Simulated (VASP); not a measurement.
# Ge2Sb2Te5 (P-3m1) in VASP: further runs

Runs on Ge2Sb2Te5. Level: PBE. Tasks: single point.

Everything below comes from runs of VASP 6.6.1. Logs are shortened: lines on timing, memory, paths and dates and some standing lists are left out, and cuts for length are marked.

## Step 1: The cell of the first run

Symmetry: P-3m1, No. 164, trigonal system. The conventional cell has a = 4.137 Å, b = 4.137 Å, c = 19.218 Å, α = 90.00°, β = 90.00°, γ = 120.00°. Within 3.7 Å of Ge (site symmetry 3m) lie 6 Te at 2.82 to 3.36 Å. Sb (site symmetry 3m) has 6 Te at 3.02 to 3.22 Å and 6 Sb at 4.14 Å within 4.2 Å. Te (site symmetry -3m) has 6 Sb at 3.22 Å and 6 Te at 4.14 Å within 4.2 Å. Within 4.2 Å of Te (site symmetry 3m) lie 3 Sb at 3.02 Å and 3 Ge at 3.36 Å and 6 Te at 4.14 Å. Within 3.7 Å of Te (site symmetry 3m) lie 3 Ge at 2.82 Å.

## Step 2: Single point, PBE (31.64 Å³/atom)

INCAR reads:

```
ALGO = Normal ; EDIFF = 1E-6
ENCUT = 520 ; GGA = PE
ISIF = 2 ; ISMEAR = 0
LASPH = T ; LCHARG = T
LELF = T ; LREAL = F
LVHAR = T ; LWAVE = F
NBANDS = 44 ; NELM = 80
PREC = Accurate ; SIGMA = 0.03
```

KPOINTS reads:

```
k-points
0
Gamma
  12 12 2
```

POSCAR reads:

```
Ge2Sb2Te5
1.0
    4.1366261504      0.0000000000      0.0000000000
   -2.0683130752      3.5824233322      0.0000000000
    0.0000000000      0.0000000000     19.2175241070
Ge Sb Te
2 2 5
Direct
    0.0000000000      0.0000000000      0.3314713560
    0.0000000000      0.0000000000      0.6685286440
    0.3333333333      0.6666666667      0.1121550832
    0.6666666667      0.3333333333      0.8878449168
    0.0000000000      0.0000000000      0.0000000000
    0.3333333333      0.6666666667      0.7913602895
    0.6666666667      0.3333333333      0.2086397105
    0.3333333333      0.6666666667      0.4097504733
    0.6666666667      0.3333333333      0.5902495267
```

Potentials or basis: VASP PAW PBE potentials, release 64 (Ge_d, Sb, Te).

Command:

```console
cat potpaw_PBE.64/Ge_d/POTCAR potpaw_PBE.64/Sb/POTCAR potpaw_PBE.64/Te/POTCAR > POTCAR
mpirun -np 1 vasp_std > vasp.out
```

OUTCAR:

```text
EDIFF = 1E-6
   ENCUT = 520
   GGA = PE
   ISIF = 2
   ISMEAR = 0
   LASPH = T
   LREAL = F
   NELM = 80
   PREC = Accurate

 ion  position               nearest neighbor table
   1  0.000  0.000  0.331-   8 2.82   8 2.82   8 2.82
   2  0.000  0.000  0.669-   9 2.82   9 2.82   9 2.82
   3  0.333  0.667  0.112-   7 3.02   7 3.02   7 3.02   5 3.22   5 3.22   5 3.22
   4  0.667  0.333  0.888-   6 3.02   6 3.02   6 3.02   5 3.22   5 3.22   5 3.22
   5  0.000  0.000  0.000-   3 3.22   4 3.22   3 3.22   4 3.22   4 3.22   3 3.22
   6  0.333  0.667  0.791-   4 3.02   4 3.02   4 3.02
   7  0.667  0.333  0.209-   3 3.02   3 3.02   3 3.02
   8  0.333  0.667  0.410-   1 2.82   1 2.82   1 2.82
   9  0.667  0.333  0.590-   2 2.82   2 2.82   2 2.82

  LATTYP: Found a hexagonal cell.
 ALAT       =     4.1366261504
 C/A-ratio  =     4.6457000000

  Lattice vectors:

 A1 = (   4.1366261504,   0.0000000000,   0.0000000000)
 A2 = (  -2.0683130752,   3.5824233322,   0.0000000000)
 A3 = (   0.0000000000,   0.0000000000,  19.2175241070)

Analysis of symmetry for initial positions (statically):
=====================================================================
 Subroutine PRICEL returns:
 Original cell was already a primitive cell.

 Routine SETGRP: Setting up the symmetry group for a
 hexagonal supercell.

 Subroutine GETGRP returns: Found 12 space group operations
 (whereof 12 operations were pure point group operations)
 out of a pool of 24 trial point group operations.

The static configuration has the point symmetry D_3d.

Analysis of symmetry for dynamics (positions and initial velocities):
=====================================================================
 Subroutine PRICEL returns:
 Original cell was already a primitive cell.

 Routine SETGRP: Setting up the symmetry group for a
 hexagonal supercell.

 Subroutine GETGRP returns: Found 12 space group operations
 (whereof 12 operations were pure point group operations)
 out of a pool of 24 trial point group operations.

The dynamic configuration has the point symmetry D_3d.

 Subroutine INISYM returns: Found 12 space group operations
 (whereof 12 operations are pure point group operations),
 and found     1 'primitive' translations

----------------------------------------------------------------------------------------

                                     Primitive cell

  volume of cell :     284.7873

  direct lattice vectors                    reciprocal lattice vectors
     4.136626150  0.000000000  0.000000000     0.241742900  0.139570328  0.000000000
    -2.068313075  3.582423332  0.000000000     0.000000000  0.279140656  0.000000000
     0.000000000  0.000000000 19.217524107     0.000000000  0.000000000  0.052035839

  length of vectors
     4.136626150  4.136626150 19.217524107     0.279140656  0.279140656  0.052035839

  position of ions in fractional coordinates (direct lattice)
     0.000000000  0.000000000  0.331471356
     0.000000000  0.000000000  0.668528644
     0.333333333  0.666666667  0.112155083
     0.666666667  0.333333333  0.887844917
     0.000000000  0.000000000  0.000000000
     0.333333333  0.666666667  0.791360289
     0.666666667  0.333333333  0.208639711
     0.333333333  0.666666667  0.409750473
     0.666666667  0.333333333  0.590249527

  ion indices of the primitive-cell ions
   primitive index   ion index
                 1           1
                 2           2
                 3           3
                 4           4
                 5           5
                 6           6
                 7           7
                 8           8
                 9           9

----------------------------------------------------------------------------------------

 KPOINTS: k-points

Automatic generation of k-mesh.
 Grid dimensions read from file:
 generate k-points for:   12   12    2

 Generating k-lattice:

  Cartesian coordinates                     Fractional coordinates (reciprocal lattice)
     0.020145242  0.011630861  0.000000000     0.083333333  0.000000000  0.000000000
[... 52 lines left out ...]

 val. band max:        5.8830184558   @ k =   0.4167   0.0000   0.5000
 cond. band min:       5.8839702256   @ k =   0.3333   0.0000   0.5000
 fundamental gap:      0.0009517698
 Fermi energy:         5.8833925885

 k-point     1 :       0.0000    0.0000    0.0000
  band No.  band energies     occupation
      1     -18.9618      2.00000
      2     -18.9618      2.00000
      3     -18.9618      2.00000
      4     -18.9618      2.00000
      5     -18.9478      2.00000
      6     -18.9478      2.00000
[... 36 lines left out ...]
     43       7.9960      0.00000
     44       8.2356      0.00000

 k-point     2 :       0.0833    0.0000    0.0000
  band No.  band energies     occupation
      1     -18.9620      2.00000
      2     -18.9620      2.00000
      3     -18.9616      2.00000
      4     -18.9616      2.00000
      5     -18.9480      2.00000
      6     -18.9480      2.00000
[... 36 lines left out ...]
     43       8.2163      0.00000
     44       8.2979      0.00000

 k-point     3 :       0.1667    0.0000    0.0000
  band No.  band energies     occupation
      1     -18.9623      2.00000
      2     -18.9623      2.00000
      3     -18.9610      2.00000
      4     -18.9610      2.00000
      5     -18.9484      2.00000
      6     -18.9484      2.00000
[... 36 lines left out ...]
     43       8.4641      0.00000
     44       8.6720      0.00000

 k-point     4 :       0.2500    0.0000    0.0000
  band No.  band energies     occupation
      1     -18.9628      2.00000
      2     -18.9628      2.00000
      3     -18.9601      2.00000
      4     -18.9601      2.00000
      5     -18.9489      2.00000
      6     -18.9489      2.00000
[... 882 lines left out ...]
     43       8.4745      0.00000
     44       8.6529      0.00000

 k-point    23 :       0.2500    0.0000    0.5000
  band No.  band energies     occupation
      1     -18.9628      2.00000
      2     -18.9628      2.00000
      3     -18.9601      2.00000
      4     -18.9601      2.00000
      5     -18.9489      2.00000
      6     -18.9488      2.00000
[... 36 lines left out ...]
     43       8.8203      0.00000
     44       8.9578      0.00000

 k-point    24 :       0.3333    0.0000    0.5000
  band No.  band energies     occupation
      1     -18.9633      2.00000
      2     -18.9633      2.00000
      3     -18.9593      2.00000
      4     -18.9593      2.00000
      5     -18.9493      2.00000
      6     -18.9493      2.00000
[... 36 lines left out ...]
     43       8.8585      0.00000
     44       8.8940      0.00000

 [... further k-points ...]
[... 5 lines left out ...]
  --------------------------------------------------------------------------------------
  -------------------------------------------------------------------------------------
  Total        1.9596048      1.9596048     -3.5418954      0.0000000      0.0000000      0.0000000
  in kB       11.0244891     11.0244891    -19.9262559      0.0000000      0.0000000      0.0000000
  external PRESSURE =       0.7075741 kB  Pullay stress =       0.0000000 kB

 VOLUME and BASIS-vectors are now :
 -----------------------------------------------------------------------------
  energy-cutoff  :      520.00
  volume of cell :      284.79
      direct lattice vectors                 reciprocal lattice vectors
     4.136626150  0.000000000  0.000000000     0.241742900  0.139570328  0.000000000
    -2.068313075  3.582423332  0.000000000     0.000000000  0.279140656  0.000000000
     0.000000000  0.000000000 19.217524107     0.000000000  0.000000000  0.052035839

 POSITION                                       TOTAL-FORCE (eV/Angst)
 -----------------------------------------------------------------------------------
      0.00000      0.00000      6.37006         0.000000      0.000000      0.153863
      0.00000      0.00000     12.84747        -0.000000     -0.000000     -0.153863
     -0.00000      2.38828      2.15534        -0.000000      0.000000      0.012646
      2.06831      1.19414     17.06218        -0.000000     -0.000000     -0.012646
      0.00000      0.00000      0.00000        -0.000000     -0.000000      0.000000
     -0.00000      2.38828     15.20799        -0.000000      0.000000      0.242737
      2.06831      1.19414      4.00954         0.000000     -0.000000     -0.242737
     -0.00000      2.38828      7.87439        -0.000000      0.000000     -0.239280
      2.06831      1.19414     11.34313         0.000000     -0.000000      0.239280
 -----------------------------------------------------------------------------------
    total drift:                                0.000000     -0.000000      0.000000

  FREE ENERGIE OF THE ION-ELECTRON SYSTEM (eV)
  ---------------------------------------------------
  free  energy   TOTEN  =       -33.6892677624 eV

  energy  without entropy=      -33.6882484949  energy(sigma->0) =      -33.68875813
```

It took 9.3 min on 1 thread of AMD EPYC 7R13 (Zen 3), shared host; peak memory 0.64 GiB.

What came out:

* Free energy: -33.6893 eV
* Pressure: 0.1 GPa
* Largest force: 0.243 eV/Å
* Band gap on the k mesh: zero (bands 34 and 35 overlap by 0.27 eV)

Forces in eV/Å, atoms in the order of the input:
```
Ge   0.000  0.000  0.154
Ge   0.000  0.000 -0.154
Sb   0.000  0.000  0.013
Sb   0.000  0.000 -0.013
Te   0.000  0.000  0.000
Te   0.000  0.000  0.243
Te   0.000  0.000 -0.243
Te   0.000  0.000 -0.239
Te   0.000  0.000  0.239
```

Levels at points of the mesh, in eV from the Fermi level:
| k point | band 31 | band 32 | band 33 | band 34 | band 35 | band 36 | band 37 | band 38 |
| --- | --- | --- | --- | --- | --- | --- | --- | --- |
| (0.00, 0.00, 0.00) | -1.01 | -1.01 | -0.93 | 0.26 | 0.39 | 0.52 | 0.52 | 1.28 |
| (0.50, 0.00, 0.00) | -2.23 | -1.56 | -1.44 | -1.30 | -0.01 | 0.42 | 0.73 | 1.35 |
| (0.00, 0.00, 0.50) | -1.02 | -1.02 | -0.55 | 0.10 | 0.48 | 0.53 | 0.53 | 1.26 |
| (0.50, 0.00, 0.50) | -2.18 | -2.09 | -1.53 | -0.84 | 0.10 | 0.33 | 0.68 | 1.50 |

Caveat: spin-orbit coupling is left out, which moves the levels of the heavy elements; this functional lacks dispersion, which binds layers or chains, so the pressure and a relaxed spacing across them are unreliable.

## Step 3: Single point, PBE (31.64 Å³/atom)

INCAR reads:

```
SYSTEM = Ge2Sb2Te5
PREC     = Accurate       ! precision mode
ENCUT    = 520            ! plane-wave cutoff, eV
EDIFF    = 1E-7           ! SCF threshold, eV
ISMEAR   = 0              ! smearing method
SIGMA    = 0.03           ! smearing width, eV
LREAL    = .FALSE.        ! projectors in reciprocal space
LASPH    = .TRUE.         ! aspherical terms in the spheres
NELM     = 80             ! most SCF steps
ALGO     = Normal         ! electronic algorithm
ISIF     = 2              ! what is computed and relaxed
LWAVE    = .FALSE.        ! write WAVECAR
LCHARG   = .FALSE.        ! write CHGCAR
GGA      = PE             ! functional
NBANDS   = 44             ! bands
```

KPOINTS reads:

```
regular mesh
0
G
  12 12 2
  0 0 0
```

Edit POSCAR of step 2 so:

```diff
@@ -2,5 +2,5 @@
 1.0
-    4.1366261504      0.0000000000      0.0000000000
-   -2.0683130752      3.5824233322      0.0000000000
-    0.0000000000      0.0000000000     19.2175241070
+    4.3952977798      0.0000000000      0.0000000000
+   -2.1976488899      3.8064395345      0.0000000000
+    0.0000000000      0.0000000000     17.0221092416
 Ge Sb Te
```

Potentials or basis: VASP PAW PBE potentials, release 64 (Ge_d, Sb, Te).

Command:

```console
cat potpaw_PBE.64/Ge_d/POTCAR potpaw_PBE.64/Sb/POTCAR potpaw_PBE.64/Te/POTCAR > POTCAR
mpirun -np 1 vasp_std > vasp.out
```

Wall time 9.8 min (1 thread of AMD EPYC 7R13 (Zen 3), shared host); peak memory 0.66 GiB.

Results (log left out):

```
Free energy            : -33.7002 eV
Pressure               : -0.2 GPa
Largest force          : 0.221 eV/Å
Band gap on the k mesh : zero (bands 34 and 35 overlap by 0.06 eV)
```

Forces in eV/Å, atoms in the order of the input:
```
Ge   0.000  0.000 -0.053
Ge   0.000  0.000  0.053
Sb   0.000  0.000 -0.044
Sb   0.000  0.000  0.044
Te   0.000  0.000  0.000
Te   0.000  0.000 -0.157
Te   0.000  0.000  0.157
Te   0.000  0.000  0.221
Te   0.000  0.000 -0.221
```

Stress tensor (GPa, compression positive):
```
-1.10  0.00  0.00
 0.00 -1.10  0.00
 0.00  0.00  1.55
```

Levels at points of the mesh, in eV from the Fermi level:
```csv
k point,band 31,band 32,band 33,band 34,band 35,band 36,band 37,band 38
"(0.00, 0.00, 0.00)",-1.45,-1.41,-1.24,-0.37,0.03,0.03,0.33,0.86
"(0.50, 0.00, 0.00)",-1.66,-1.59,-1.00,-0.78,0.57,0.89,1.11,1.57
"(0.00, 0.00, 0.50)",-1.48,-1.48,-1.24,-0.38,0.06,0.06,0.33,0.87
"(0.50, 0.00, 0.50)",-1.87,-1.55,-1.42,-0.43,0.18,0.77,1.62,1.71
```

Caveat: spin-orbit coupling is left out, which moves the levels of the heavy elements; this functional lacks dispersion, which binds layers or chains, so the pressure and a relaxed spacing across them are unreliable.

## Step 4: Single point, PBE (34.17 Å³/atom)

This run uses another cell than the first one, of 34.17 Å³/atom.

INCAR reads:

```
SYSTEM = Ge2Sb2Te5
PREC = Accurate ; ENCUT = 520
EDIFF = 1E-7 ; ISMEAR = 0
SIGMA = 0.03 ; LREAL = .False.
LASPH = .True. ; NELM = 100
ALGO = Fast ; ISIF = 2
LWAVE = .False. ; LCHARG = .False.
GGA = PE ; NBANDS = 44
```

KPOINTS reads:

```
regular mesh
0
Gamma
  12 12 2
  0 0 0
```

Edit POSCAR of step 3 so:

```diff
@@ -2,5 +2,5 @@
 1.0
-    4.3952977798      0.0000000000      0.0000000000
-   -2.1976488899      3.8064395345      0.0000000000
-    0.0000000000      0.0000000000     17.0221092416
+    4.5094911720      0.0000000000      0.0000000000
+   -2.2547455860      3.9053339131      0.0000000000
+    0.0000000000      0.0000000000     17.4643574110
 Ge Sb Te
```

Command:

```console
cat potpaw_PBE.64/Ge_d/POTCAR potpaw_PBE.64/Sb/POTCAR potpaw_PBE.64/Te/POTCAR > POTCAR
mpirun -np 1 vasp_std > vasp.out
```

It took 31 min on 1 thread of AMD EPYC 9755, shared host; peak memory 0.67 GiB.

Results (log left out):

```
Free energy            : -33.4472 eV
Pressure               : -3.1 GPa
Largest force          : 0.227 eV/Å
Band gap on the k mesh : zero (bands 34 and 35 overlap by 0.02 eV)
```

Forces in eV/Å, atoms in the order of the input:
```
Ge   0.000  0.000  0.198
Ge   0.000  0.000 -0.198
Sb   0.000  0.000  0.092
Sb   0.000  0.000 -0.092
Te   0.000  0.000  0.000
Te   0.000  0.000  0.227
Te   0.000  0.000 -0.227
Te   0.000  0.000 -0.141
Te   0.000  0.000  0.141
```

Stress tensor (GPa, compression positive):
```
-4.06  0.00  0.00
 0.00 -4.06  0.00
 0.00  0.00 -1.32
```

Levels at points of the mesh, in eV from the Fermi level:
```csv
k point,band 32,band 33,band 34,band 35,band 36,band 37
"(0.00, 0.00, 0.00)",-1.28,-1.26,-0.40,0.08,0.08,0.30
"(0.50, 0.00, 0.00)",-1.43,-0.92,-0.82,0.52,0.85,1.07
"(0.00, 0.00, 0.50)",-1.31,-1.27,-0.41,0.10,0.10,0.30
"(0.50, 0.00, 0.50)",-1.41,-1.33,-0.44,0.17,0.76,1.48
```

Caveat: the cell stands under tension; spin-orbit coupling is left out, which moves the levels of the heavy elements; this functional lacks dispersion, which binds layers or chains, so the pressure and a relaxed spacing across them are unreliable.

## Step 5: Single point, PBE (36.71 Å³/atom)

This run uses another cell than the first one, of 36.71 Å³/atom.

INCAR reads:

```
PREC     = Accurate       # precision mode
ENCUT    = 520            # plane-wave cutoff, eV
EDIFF    = 1E-6           # SCF threshold, eV
ISMEAR   = 0              # smearing method
SIGMA    = 0.03           # smearing width, eV
LREAL    = False          # projectors in reciprocal space
LASPH    = True           # aspherical terms in the spheres
NELM     = 100            # most SCF steps
ALGO     = Fast           # electronic algorithm
ISIF     = 2              # what is computed and relaxed
LWAVE    = False          # write WAVECAR
LCHARG   = False          # write CHGCAR
GGA      = PE             # functional
NBANDS   = 44             # bands
```

KPOINTS reads:

```
regular mesh
0
Gamma
  12 12 2
```

Edit POSCAR of step 4 so:

```diff
@@ -2,5 +2,5 @@
 1.0
-    4.5094911720      0.0000000000      0.0000000000
-   -2.2547455860      3.9053339131      0.0000000000
-    0.0000000000      0.0000000000     17.4643574110
+    4.2165644516      0.0000000000      0.0000000000
+   -2.1082822258      3.6516519318      0.0000000000
+    0.0000000000      0.0000000000     21.4551448989
 Ge Sb Te
```

Command:

```console
cat potpaw_PBE.64/Ge_d/POTCAR potpaw_PBE.64/Sb/POTCAR potpaw_PBE.64/Te/POTCAR > POTCAR
mpirun -np 1 vasp_std > vasp.out
```

It took 25 min on 1 thread of AMD EPYC 9755, shared host; peak memory 0.69 GiB.

Results (log left out):

- Free energy: -32.4030 eV
- Pressure: -4.8 GPa
- Largest force: 1.331 eV/Å
- Band gap on the k mesh: zero (bands 34 and 35 overlap by 0.32 eV)

Forces in eV/Å, atoms in the order of the input:
```
Ge   0.000  0.000  1.106
Ge   0.000  0.000 -1.106
Sb   0.000  0.000  0.494
Sb   0.000  0.000 -0.494
Te   0.000  0.000  0.000
Te   0.000  0.000  1.331
Te   0.000  0.000 -1.331
Te   0.000  0.000 -1.309
Te   0.000  0.000  1.309
```

Stress tensor (GPa, compression positive):
```
-2.97  0.00  0.00
 0.00 -2.97  0.00
 0.00  0.00 -8.55
```

Levels at points of the mesh, in eV from the Fermi level:
| k point | band 30 | band 31 | band 32 | band 33 | band 34 | band 35 | band 36 | band 37 | band 38 | band 39 |
| --- | --- | --- | --- | --- | --- | --- | --- | --- | --- | --- |
| (0.00, 0.00, 0.00) | -0.48 | -0.48 | -0.23 | -0.23 | 0.29 | 0.73 | 0.98 | 0.98 | 1.51 | 1.51 |
| (0.50, 0.00, 0.00) | -1.67 | -1.51 | -1.29 | -1.08 | -0.86 | -0.02 | 0.58 | 0.91 | 1.41 | 1.62 |
| (0.00, 0.00, 0.50) | -0.47 | -0.35 | -0.23 | -0.23 | -0.01 | 0.86 | 0.98 | 0.98 | 1.51 | 1.51 |
| (0.50, 0.00, 0.50) | -1.70 | -1.60 | -1.59 | -0.85 | -0.79 | 0.04 | 0.47 | 0.90 | 1.30 | 1.68 |

Caveat: the stress differs along the axes, from -9 to -3 GPa; spin-orbit coupling is left out, which moves the levels of the heavy elements; this functional lacks dispersion, which binds layers or chains, so the pressure and a relaxed spacing across them are unreliable; forces of over 1 eV/Å act on the atoms, so gaps and moduli don't describe the material at rest.

## Step 6: The runs side by side

| cell | gap on the mesh (eV) | pressure (GPa) | largest force (eV/Å) |
| --- | --- | --- | --- |
| a = 4.137, b = 4.137, c = 19.218 Å, angles 90.0, 90.0, 120.0°, 9 atoms | none | 0.1 | 0.24 |
| a = 4.395, b = 4.395, c = 17.022 Å, angles 90.0, 90.0, 120.0°, 9 atoms | none | -0.2 | 0.22 |
| a = 4.509, b = 4.509, c = 17.464 Å, angles 90.0, 90.0, 120.0°, 9 atoms | none | -3.1 | 0.23 |
| a = 4.217, b = 4.217, c = 21.455 Å, angles 90.0, 90.0, 120.0°, 9 atoms | none | -4.8 | 1.33 |

Alike in all rows: task single point; level PBE; potentials or basis VASP PAW PBE potentials, release 64 (Ge_d, Sb, Te); no spin polarisation; k mesh 12 × 12 × 2; cutoff (eV) 520; smearing gaussian 0.03 eV.

Caveats: spin-orbit coupling is left out, which moves the levels of the heavy elements; this functional lacks dispersion, which binds layers or chains, so the pressure and a relaxed spacing across them are unreliable; the cell stands under tension (at least some runs); the stress differs along the axes, from -9 to -3 GPa (at least some runs); forces of over 1 eV/Å act on the atoms, so gaps and moduli don't describe the material at rest (at least some runs).

Total energies depend on the potentials used, so only differences within one code and one set of settings carry meaning.

The gap in the log of VASP goes by the Fermi energy; the results here count the filled bands.